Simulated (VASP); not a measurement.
Wanted: the native input for a VASP 6.6.1 run.

```
Task                   : electric field gradients
Functional             : PBEsol
Potentials or basis    : VASP PAW PBE potentials, release 64 (Co, O)
Cutoff                 : 520 eV
k mesh                 : 16 × 16 × 16
Occupations            : fermi-dirac, width 0.05 eV
Spin                   : collinear spin, ferromagnetic start
Starting moments       : [2.0, 0.0] μB
Dipole correction      : no
Further INCAR settings : ALGO = Normal; EDIFF = 1e-08; NBANDS = 18
```

The structure of CoO lies in POSCAR:

```
CoO
1.0
    0.0000000000      2.1385814474      2.1385814474
    2.1385814474      0.0000000000      2.1385814474
    2.1385814474      2.1385814474      0.0000000000
Co O
1 1
Direct
    0.0000000000      0.0000000000      0.0000000000
    0.5000000000      0.5000000000      0.5000000000
```

One way to write it, as run:

INCAR

```
SYSTEM = CoO
  PREC = Accurate
  ENCUT = 520
  EDIFF = 1E-8
  ISMEAR = -1
  SIGMA = 0.05
  LREAL = .FALSE.
  LASPH = .TRUE.
  NELM = 200
  ALGO = Normal
  ISIF = 2
  LWAVE = .FALSE.
  LCHARG = .FALSE.
  ISPIN = 2
  MAGMOM = 2 0
  LORBIT = 11
  LMAXMIX = 4
  GGA = PS
  LEFG = .TRUE.
  NBANDS = 18
  GGA_COMPAT = .FALSE.
```

KPOINTS

```
Automatic mesh
0
G
  16 16 16
  0 0 0
```

Potentials or basis: VASP PAW PBE potentials, release 64 (Co, O).

Launch:

```bash
$ cat potpaw_PBE.64/Co/POTCAR potpaw_PBE.64/O/POTCAR > POTCAR
$ mpirun -np 1 vasp_std > vasp.out
```

It gave:

The pressure is -12.7 GPa, the band gap on the k mesh is zero (filled and empty bands overlap) and the net moment is 2.96 μB per cell. The site moments are Co +2.58; O +0.32 μB and the largest electric field gradient by atom is zero within the noise of the run. The valence electrons inside the program's atomic spheres are Co 7.78; O 4.95.

Caveat: the cell stands under tension; the PAW data sets were made with another functional, which shifts forces and pressure a little; a cell with one magnetic atom can't hold antiferromagnetic order, which such compounds often take; semilocal functionals often make such compounds metallic where correlation or magnetic order opens a gap, which also shifts bond lengths.

Run time: 2.5 min on 1 thread of Intel Xeon 8259CL (shared host), peak memory 0.21 GiB.
